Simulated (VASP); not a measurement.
# N (P6_3/mmc) in VASP: further runs, part 2 of 2

VASP 6.6.1.

**3. Single point, PBE-based screened hybrid with 10 % exact exchange**

The input, POSCAR:

```
N
1.0
    4.1672328106      0.0000000000      0.0000000000
   -2.0836164053      3.6089294775      0.0000000000
    0.0000000000      0.0000000000      7.0060035100
N
4
Direct
    0.6666666667      0.3333333333      0.6710699600
    0.6666666667      0.3333333333      0.8289300400
    0.3333333333      0.6666666667      0.1710699600
    0.3333333333      0.6666666667      0.3289300400
```

The input, INCAR.step1:

```
PREC = Accurate
ENCUT = 520
EDIFF = 1E-5
ISMEAR = -1
SIGMA = 0.05
LREAL = F
LASPH = T
NELM = 80
ALGO = Normal
ISIF = 2
LWAVE = T
LCHARG = F
NBANDS = 18
GGA = PE
```

The input, INCAR.step2:

```
PREC = Accurate
ENCUT = 520
EDIFF = 1E-7
ISMEAR = -1
SIGMA = 0.05
LREAL = F
LASPH = T
NELM = 80
ALGO = Normal
ISIF = 2
LWAVE = F
LCHARG = F
GGA = PE
LHFCALC = T
AEXX = 0.1
HFSCREEN = 0.2
PRECFOCK = Normal
NBANDS = 18
ISTART = 1
```

The input, KPOINTS:

```
regular mesh
0
Gamma
  4 4 2
```

Potentials or basis: VASP PAW PBE potentials, release 64 (N).

Run with:

```
cat potpaw_PBE.64/N/POTCAR > POTCAR
cp INCAR.step1 INCAR
mpirun -np 1 vasp_std > vasp.out
cp INCAR.step2 INCAR
mpirun -np 1 vasp_std > vasp.out
```

OUTCAR:

```text
PREC = Accurate
   ENCUT = 520
   EDIFF = 1E-7
   ISMEAR = -1
   LREAL = F
   LASPH = T
   NELM = 80
   ISIF = 2
   GGA = PE
   LHFCALC = T
   AEXX = 0.1
   HFSCREEN = 0.2
   PRECFOCK = Normal
   ISTART = 1

 ion  position               nearest neighbor table
   1  0.667  0.333  0.671-   2 1.11
   2  0.667  0.333  0.829-   1 1.11
   3  0.333  0.667  0.171-   4 1.11
   4  0.333  0.667  0.329-   3 1.11

  LATTYP: Found a hexagonal cell.
 ALAT       =     4.1672328106
 C/A-ratio  =     1.6812124084

  Lattice vectors:

 A1 = (   4.1672328106,   0.0000000000,   0.0000000000)
 A2 = (  -2.0836164053,   3.6089294775,   0.0000000000)
 A3 = (   0.0000000000,   0.0000000000,   7.0060035100)

Analysis of symmetry for initial positions (statically):
=====================================================================
 Subroutine PRICEL returns:
 Original cell was already a primitive cell.

[... 162 lines left out ...]
  free energy    TOTEN  =       -36.37620981 eV

  energy without entropy =      -36.37620981  energy(sigma->0) =      -36.37620981

 E-fermi :  -6.2794     XC(G=0):  -5.5086

 val. band max:       -7.3532510369   @ k =   0.0000   0.0000   0.0000
 cond. band min:       0.6815874081   @ k =   0.2500   0.2500   0.0000
 fundamental gap:      8.0348384451
 Fermi energy:        -6.2793945851

 k-point     1 :       0.0000    0.0000    0.0000
  band No.  band energies     occupation
      1     -26.4456      2.00000
      2     -26.4200      2.00000
      3     -11.6260      2.00000
      4     -10.8823      2.00000
      5      -8.9800      2.00000
      6      -8.9800      2.00000
[... 145 lines left out ...]
      5      -9.1441      2.00000
      6      -9.1441      2.00000
[... 10 lines left out ...]
     17       6.6863      0.00000
     18       6.6863      0.00000

------------------------ aborting loop because EDIFF is reached ----------------------------------------

  FORCE on cell =-STRESS in cart. coord.  units (eV):
  Direction    XX          YY          ZZ          XY          YZ          ZX
  --------------------------------------------------------------------------------------
  -------------------------------------------------------------------------------------
  Total        0.0354638      0.0354638      1.0122597      0.0000000      0.0000000      0.0000000
  in kB        0.5392615      0.5392615     15.3923883      0.0000000      0.0000000      0.0000000
  external PRESSURE =       5.4903038 kB  Pullay stress =       0.0000000 kB

 VOLUME and BASIS-vectors are now :
 -----------------------------------------------------------------------------
  energy-cutoff  :      520.00
  volume of cell :      105.37
      direct lattice vectors                 reciprocal lattice vectors
     4.167232811  0.000000000  0.000000000     0.239967395  0.138545240  0.000000000
    -2.083616405  3.608929477  0.000000000     0.000000000  0.277090480  0.000000000
     0.000000000  0.000000000  7.006003510     0.000000000  0.000000000  0.142734727

 POSITION                                       TOTAL-FORCE (eV/Angst)
 -----------------------------------------------------------------------------------
      2.08362      1.20298      4.70152         0.000000     -0.000000     -0.427981
      2.08362      1.20298      5.80749         0.000000     -0.000000      0.427981
     -0.00000      2.40595      1.19852         0.000000      0.000000     -0.427981
     -0.00000      2.40595      2.30449        -0.000000      0.000000      0.427981
 -----------------------------------------------------------------------------------
    total drift:                                0.000000     -0.000000     -0.000000

  FREE ENERGIE OF THE ION-ELECTRON SYSTEM (eV)
  ---------------------------------------------------
  free  energy   TOTEN  =       -36.3762098118 eV

  energy  without entropy=      -36.3762098117  energy(sigma->0) =      -36.37620981
```

OUTCAR.step1:

```text
PREC = Accurate
   ENCUT = 520
   EDIFF = 1E-5
   ISMEAR = -1
   LREAL = F
   LASPH = T
[... 379 lines left out ...]
      2.08362      1.20298      4.70152         0.000000     -0.000000     -1.107058
      2.08362      1.20298      5.80749        -0.000000     -0.000000      1.107058
     -0.00000      2.40595      1.19852         0.000000      0.000000     -1.107058
     -0.00000      2.40595      2.30449        -0.000000      0.000000      1.107058
 -----------------------------------------------------------------------------------
    total drift:                               -0.000000      0.000000      0.000000

  FREE ENERGIE OF THE ION-ELECTRON SYSTEM (eV)
  ---------------------------------------------------
  free  energy   TOTEN  =       -33.3164995320 eV

  energy  without entropy=      -33.3164995320  energy(sigma->0) =      -33.31649953
```

Run time: 4.7 min. Hardware: 1 thread of Intel Xeon Platinum 8375C at 2.90GHz (Ice Lake), shared host; peak memory 0.32 GiB.

Results:

* Free energy: -36.3762 eV
* Pressure: 0.5 GPa
* Largest force: 0.428 eV/Å
* Band gap on the k mesh: 8.03 eV (least direct gap 8.26 eV)

Forces in eV/Å, atoms in the order of the input:
```
N    0.000  0.000 -0.428
N    0.000  0.000  0.428
N    0.000  0.000 -0.428
N    0.000  0.000  0.428
```

Levels at points of the mesh, in eV from the valence-band top:
```tsv
k point	band 7	band 8	band 9	band 10	band 11	band 12	band 13	band 14
(0.00, 0.00, 0.00)	-1.53	-1.53	-1.11	0.00	8.74	8.74	9.24	9.24
(0.50, 0.00, 0.00)	-1.72	-1.55	-0.56	-0.21	8.05	8.43	8.81	9.35
(0.00, 0.00, 0.50)	-1.58	-1.58	-0.50	-0.50	8.98	8.98	8.98	8.98
(0.50, 0.00, 0.50)	-1.64	-1.64	-0.43	-0.43	8.43	8.43	8.87	8.87
```

Caveat: the k points lie up to 0.45 Å⁻¹ apart; the standard files for N, O and F lose accuracy on very short bonds; this functional lacks dispersion, which holds the molecules together, so the pressure and a relaxed volume are unreliable; the PAW data sets were made with another functional, which shifts forces and pressure a little.
